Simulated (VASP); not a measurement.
# N2 in VASP: single point with r2SCAN

Aim: the single point of N2 with r2SCAN.

All numbers are computed with VASP 6.6.1; they aren't measurements. Logs are shortened: lines on timing, memory, paths and dates and some standing lists are left out, and cuts for length are marked.

**1. The cell of the first run**

The cell holds a cluster in a box, 2 atoms: a = 9.000 Å, b = 9.200 Å, c = 10.100 Å, α = 90.00°, β = 90.00°, γ = 90.00°.

**2. Single point, r2SCAN**

POSCAR reads:

```
N
1.0
    9.0000000000      0.0000000000      0.0000000000
    0.0000000000      9.2000000000      0.0000000000
    0.0000000000      0.0000000000     10.1000000000
N
2
Direct
    0.5000000000      0.5000000000      0.4458905507
    0.5000000000      0.5000000000      0.5541094493
```

INCAR.step1 reads:

```
SYSTEM = N
  PREC = Accurate
  ENCUT = 520
  ISMEAR = -1
  SIGMA = 0.01
  LREAL = .False.
  LASPH = .True.
  NELM = 80
  NBANDS = 12
  GGA = PE
  ALGO = Normal
  EDIFF = 1E-4
  LWAVE = .True.
  LCHARG = .False.
```

INCAR.step2 reads:

```
SYSTEM = N
  PREC = Accurate
  ENCUT = 520
  EDIFF = 1E-6
  ISMEAR = -1
  SIGMA = 0.01
  LREAL = .False.
  LASPH = .True.
  NELM = 80
  ALGO = Normal
  ISIF = 2
  LWAVE = .False.
  LCHARG = .True.
  METAGGA = R2SCAN
  LMIXTAU = .True.
  LELF = .True.
  LVHAR = .True.
  NBANDS = 12
  ISTART = 1
```

KPOINTS reads:

```
regular mesh
0
Gamma
  1 1 1
  0 0 0
```

Potentials or basis: VASP PAW PBE potentials, release 64 (N).

Launch:

```bash
$ cat potpaw_PBE.64/N/POTCAR > POTCAR
$ cp INCAR.step1 INCAR
$ mpirun -np 1 vasp_gam > vasp.out
$ cp INCAR.step2 INCAR
$ mpirun -np 1 vasp_gam > vasp.out
```

OUTCAR:

```text
SYSTEM = N
   PREC = Accurate
   ENCUT = 520
   EDIFF = 1E-6
   ISMEAR = -1
   LREAL = .False.
   LASPH = .True.
   NELM = 80
   ISIF = 2
   METAGGA = R2SCAN
   ISTART = 1

 ion  position               nearest neighbor table
   1  0.500  0.500  0.446-   2 1.09
   2  0.500  0.500  0.554-   1 1.09

  LATTYP: Found a simple orthorhombic cell.
 ALAT       =     9.0000000000
 B/A-ratio  =     1.0222222222
 C/A-ratio  =     1.1222222222

  Lattice vectors:

 A1 = (   9.0000000000,   0.0000000000,   0.0000000000)
 A2 = (   0.0000000000,   9.2000000000,   0.0000000000)
 A3 = (   0.0000000000,   0.0000000000,  10.1000000000)

Analysis of symmetry for initial positions (statically):
=====================================================================
 Subroutine PRICEL returns:
 Original cell was already a primitive cell.

 Routine SETGRP: Setting up the symmetry group for a
 simple orthorhombic supercell.

 Subroutine GETGRP returns: Found  8 space group operations
 (whereof  8 operations were pure point group operations)
 out of a pool of  8 trial point group operations.

The static configuration has the point symmetry D_2h.

Analysis of symmetry for dynamics (positions and initial velocities):
=====================================================================
 Subroutine PRICEL returns:
 Original cell was already a primitive cell.

 Routine SETGRP: Setting up the symmetry group for a
 simple orthorhombic supercell.

 Subroutine GETGRP returns: Found  8 space group operations
 (whereof  8 operations were pure point group operations)
 out of a pool of  8 trial point group operations.

The dynamic configuration has the point symmetry D_2h.

 Subroutine INISYM returns: Found  8 space group operations
 (whereof  8 operations are pure point group operations),
 and found     1 'primitive' translations

----------------------------------------------------------------------------------------

                                     Primitive cell

  volume of cell :     836.2800

  direct lattice vectors                    reciprocal lattice vectors
     9.000000000  0.000000000  0.000000000     0.111111111  0.000000000  0.000000000
     0.000000000  9.200000000  0.000000000     0.000000000  0.108695652  0.000000000
     0.000000000  0.000000000 10.100000000     0.000000000  0.000000000  0.099009901

  length of vectors
     9.000000000  9.200000000 10.100000000     0.111111111  0.108695652  0.099009901

  position of ions in fractional coordinates (direct lattice)
     0.500000000  0.500000000  0.445890551
     0.500000000  0.500000000  0.554109449

  ion indices of the primitive-cell ions
   primitive index   ion index
                 1           1
                 2           2

----------------------------------------------------------------------------------------

 KPOINTS: regular mesh

Automatic generation of k-mesh.
 Grid dimensions read from file:
 generate k-points for:    1    1    1

 Generating k-lattice:

  Cartesian coordinates                     Fractional coordinates (reciprocal lattice)
     0.111111111  0.000000000  0.000000000     1.000000000  0.000000000  0.000000000
     0.000000000  0.108695652  0.000000000     0.000000000  1.000000000  0.000000000
     0.000000000  0.000000000  0.099009901     0.000000000  0.000000000  1.000000000

  Length of vectors
     0.111111111  0.108695652  0.099009901

  Shift w.r.t. Gamma in fractional coordinates (k-lattice)
     0.000000000  0.000000000  0.000000000

 Subroutine IBZKPT returns following result:
 ===========================================

 Found      1 irreducible k-points:

 Following reciprocal coordinates:
            Coordinates               Weight
  0.000000  0.000000  0.000000      1.000000
   k-points           NKPTS =      1   k-points in BZ     NKDIM =      1   number of bands    NBANDS=     12
   number of dos      NEDOS =    301   number of ions     NIONS =      2
   total plane-waves  NPLWV = 392000
   dimension x,y,z NGX =    70 NGY =   70 NGZ =   80
   dimension x,y,z NGXF=   140 NGYF=  140 NGZF=  160
   ions per type =               2
   NGX,Y,Z   is equivalent  to a cutoff of  12.93, 12.65, 13.17 a.u.
   NGXF,Y,Z  is equivalent  to a cutoff of  25.86, 25.30, 26.34 a.u.
 SYSTEM =  N
   PREC   = accura    normal or accurate (medium, high low for compatibility)
   ISTART =      1    job   : 0-new  1-cont  2-samecut
   ICHARG =      0    charge: 1-file 2-atom 10-const
   ISPIN  =      1    spin polarized calculation?
   LNONCOLLINEAR =      F non collinear calculations
   LSORBIT =      F    spin-orbit coupling
   LASPH  =      T    aspherical Exc in radial PAW
   ENCUT  =  520.0 eV  38.22 Ry    6.18 a.u.  16.73 17.11 18.78*2*pi/ulx,y,z
   NELM   =     80;   NELMIN=  2; NELMDL=  0     # of ELM steps
   EDIFF  = 0.1E-05   stopping-criterion for ELM
   LREAL  =      F    real-space projection
   EDIFFG = 0.1E-04   stopping-criterion for IOM
   NSW    =      0    number of steps for IOM
   IBRION =     -1    ionic relax: 0-MD 1-quasi-New 2-CG
   NFREE  =      0    steps in history (QN), initial steepest desc. (CG)
   ISIF   =      2    stress and relaxation
   ISYM   =      2    0-nonsym 1-usesym 2-fastsym
   POTIM  = 0.5000    time-step for ionic-motion
   TEBEG  =    0.0;   TEEND  =   0.0 temperature during run
   PSTRESS=    0.0 pullay stress
   NELECT =      10.0000    total number of electrons
   NUPDOWN=      -1.0000    fix difference up-down
   EMIN   =  10.00;   EMAX   =-10.00  energy-range for DOS
   EFERMI =   0.00;   METHOD = LEGACY
   ISMEAR =    -1;   SIGMA  =   0.01  broadening in eV -4-tet -1-fermi 0-gaus
   EFERMI_NEDOS =   21; number of points for ismear=-14 and -15
   IALGO  =     38    algorithm
   IMIX   =      4    mixing-type and parameters
     AMIX     =   0.40;   BMIX     =  1.00
     AMIX_MAG =   1.60;   BMIX_MAG =  1.00
  volume/ion in A,a.u.               =     418.14      2821.75
  Fermi-wavevector in a.u.,A,eV,Ry     =   0.374361  0.707440  1.906807  0.140146
  Thomas-Fermi vector in A             =   1.304666
   LORBIT       =      0    0 simple, 1 ext, 2 COOP (PROOUT), +10 PAW based schemes
   METAGGA = R2SCAN    functional components
   LHFCALC =     F    Hartree Fock is set to
   AEXX    =    0.0000 exact exchange contribution
   IVDW    =     0    specifies the selected vdW correction
   LEPSILON=     F    determine dielectric tensor
   LRPA    =     F    only Hartree local field effects (RPA)
 non-spin polarized calculation
  energy-cutoff  :      520.00
  volume of cell :      836.28
 maximum number of plane-waves:     11244
 NGX is ok and might be reduce to    70
   NGX = 33   NGY = 35   NGZ = 37

 number of electron      10.0000001 magnetization

 number of electron       9.9999998 magnetization

 Free energy of the ion-electron system (eV)
  ---------------------------------------------------
  ext. energy  EPLUGINS =         0.00000000
  ---------------------------------------------------
  free energy    TOTEN  =       -18.19936710 eV

  energy without entropy =      -18.19936710  energy(sigma->0) =      -18.19936710

 E-fermi : -10.2204     XC(G=0):  -0.4539

 val. band max:      -10.5212795180   @ k =   0.0000   0.0000   0.0000
 cond. band min:      -1.4338320788   @ k =   0.0000   0.0000   0.0000
 fundamental gap:      9.0874474391
 Fermi energy:       -10.2204251765

 k-point     1 :       0.0000    0.0000    0.0000
  band No.  band energies     occupation
      1     -29.7301      2.00000
      2     -14.0110      2.00000
      3     -11.8988      2.00000
      4     -11.8987      2.00000
      5     -10.5213      2.00000
      6      -1.4338      0.00000
      7      -1.4337      0.00000
      8       0.1403      0.00000
      9       1.5374      0.00000
     10       1.6169      0.00000
     11       1.8224      0.00000
     12       1.8613      0.00000

------------------------ aborting loop because EDIFF is reached ----------------------------------------

  FORCE on cell =-STRESS in cart. coord.  units (eV):
  Direction    XX          YY          ZZ          XY          YZ          ZX
  --------------------------------------------------------------------------------------
  -------------------------------------------------------------------------------------
  Total       -0.0776279     -0.0829000      2.4270436      0.0000000      0.0000000      0.0000000
  in kB       -0.1487224     -0.1588231      4.6498233      0.0000000      0.0000000      0.0000000
  external PRESSURE =       1.4474259 kB  Pullay stress =       0.0000000 kB

 VOLUME and BASIS-vectors are now :
 -----------------------------------------------------------------------------
  energy-cutoff  :      520.00
  volume of cell :      836.28
      direct lattice vectors                 reciprocal lattice vectors
     9.000000000  0.000000000  0.000000000     0.111111111  0.000000000  0.000000000
     0.000000000  9.200000000  0.000000000     0.000000000  0.108695652  0.000000000
     0.000000000  0.000000000 10.100000000     0.000000000  0.000000000  0.099009901

 POSITION                                       TOTAL-FORCE (eV/Angst)
 -----------------------------------------------------------------------------------
      4.50000      4.60000      4.50349         0.000000      0.000000     -2.318207
      4.50000      4.60000      5.59651         0.000000     -0.000000      2.318207
 -----------------------------------------------------------------------------------
    total drift:                                0.000000     -0.000000      0.000000

  FREE ENERGIE OF THE ION-ELECTRON SYSTEM (eV)
  ---------------------------------------------------
  free  energy   TOTEN  =       -18.1993671038 eV

  energy  without entropy=      -18.1993671038  energy(sigma->0) =      -18.19936710
```

Wall time 2.6 min (1 thread of Intel Xeon 6975P-C (Granite Rapids), shared host); peak memory 0.86 GiB.

What came out:

```
Free energy   : -18.1994 eV
Largest force : 2.318 eV/Å
```

Forces on the atoms (eV/Å):
```
N    0.000  0.000 -2.318
N    0.000  0.000  2.318
```

Caveat: the standard files for N, O and F lose accuracy on very short bonds; the PAW data sets were made with another functional, which shifts forces and pressure a little.
